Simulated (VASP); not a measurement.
## AlIn3As4: single point with PBE

The system is AlIn3As4.

```
Al In As
1.0
     4.28570    0.00000    0.00000
     0.00000    4.28570    0.00000
     0.00000    0.00000   12.15891
Al In As
1 3 4
Direct
  0.50000 0.50000 0.50000
  0.00000 0.00000 0.74048
  0.50000 0.50000 0.00000
  0.00000 0.00000 0.25952
  0.50000 0.00000 0.12977
  0.00000 0.50000 0.39064
  0.50000 0.00000 0.60936
  0.00000 0.50000 0.87023
```

| Quantity | Value |
| --- | --- |
| Program | VASP 6.6.1 |
| Task | single point |
| Functional | PBE |
| Potentials or basis | VASP PAW PBE potentials, release 64 (Al, In_d, As) |
| Cutoff | 520 eV |
| k mesh | 4 × 4 × 2 |
| Occupations | gaussian, width 0.1 eV |
| Spin | no spin polarisation |
| Dipole correction | no |
| Further INCAR settings | ALGO = Normal; EDIFF = 1e-07; NBANDS = 41 |

The pressure is 0.2 GPa. The largest force is 0.010 eV/Å and the band gap on the k mesh is zero (filled and empty bands touch).

Forces in eV/Å, atoms in the order of the input:
```
Al   0.000  0.000  0.000
In   0.000  0.000 -0.002
In   0.000  0.000  0.000
In   0.000  0.000  0.002
As   0.000  0.000 -0.001
As   0.000  0.000  0.010
As   0.000  0.000 -0.010
As   0.000  0.000  0.001
```

Stress tensor (GPa, compression positive):
```
 0.44  0.00  0.00
 0.00  0.44  0.00
 0.00  0.00 -0.12
```

Levels at points of the mesh, in eV from the Fermi level:
```
           k point  band 28  band 29  band 30  band 31  band 32  band 33  band 34  band 35
(0.00, 0.00, 0.00)    -1.19    -0.19    -0.08    -0.01    -0.01     1.53     1.89     2.29
(0.50, 0.00, 0.00)    -0.91    -0.86    -0.76    -0.75     0.91     1.06     2.38     2.77
(0.50, 0.50, 0.00)    -2.25    -2.17    -2.17    -2.08     1.54     1.54     1.73     2.25
(0.00, 0.00, 0.50)    -0.61    -0.61    -0.38    -0.38     1.22     1.76     1.85     1.95
(0.50, 0.00, 0.50)    -1.54    -0.85    -0.76    -0.76     1.77     1.88     1.95     2.04
(0.50, 0.50, 0.50)    -2.47    -2.41    -2.41    -2.36     2.40     2.40     2.46     2.51
```

It took 85 s on 1 thread of AMD EPYC 7R13 Processor (Zen 3), with other jobs on the host, peak memory 0.3 GiB.

Caveat: the k points lie up to 0.37 Å⁻¹ apart; semilocal functionals underestimate gaps, and a narrow one can read as zero; spin-orbit coupling is left out, which moves the levels of the heavy elements.
